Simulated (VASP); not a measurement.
Cd:

```xyz
1
Lattice="0.0000 2.2181 2.2181 2.2181 0.0000 2.2181 2.2181 2.2181 0.0000" Properties=species:S:1:pos:R:3 pbc="T T T"
Cd    0.0000    0.0000    0.0000
```

This isn't the form of Cd at room conditions, which is hcp.

Program: VASP 6.6.1. Alike in all runs: task single point; potentials or basis VASP PAW PBE potentials, release 64 (Cd); cell as given.

Order these runs on this cell by their pressure, lowest first.
A. level B3LYP; spin off; k mesh 8 × 8 × 8; cutoff (eV) 400; smearing fermi-dirac 0.1 eV; grid for exact exchange (PRECFOCK) Normal; share of exact exchange 0.2
B. level PBEsol; spin off; k mesh 10 × 10 × 10; cutoff (eV) 500; smearing gaussian 0.1 eV
C. level BLYP+D4; spin off; k mesh 10 × 10 × 10; cutoff (eV) 500; smearing methfessel-paxton 0.1 eV
D. level PBEsol+D3(BJ); spin non-collinear, zero start, SOC; k mesh 10 × 10 × 10; cutoff (eV) 500; smearing methfessel-paxton 0.15 eV

D (-4.9 GPa), B (-1.7 GPa), C (2.2 GPa), A (4.6 GPa).

Caveats: the PAW data sets were made with another functional, which shifts forces and pressure a little; the cell stands under pressure (at least some runs); the cell stands under tension (at least some runs).
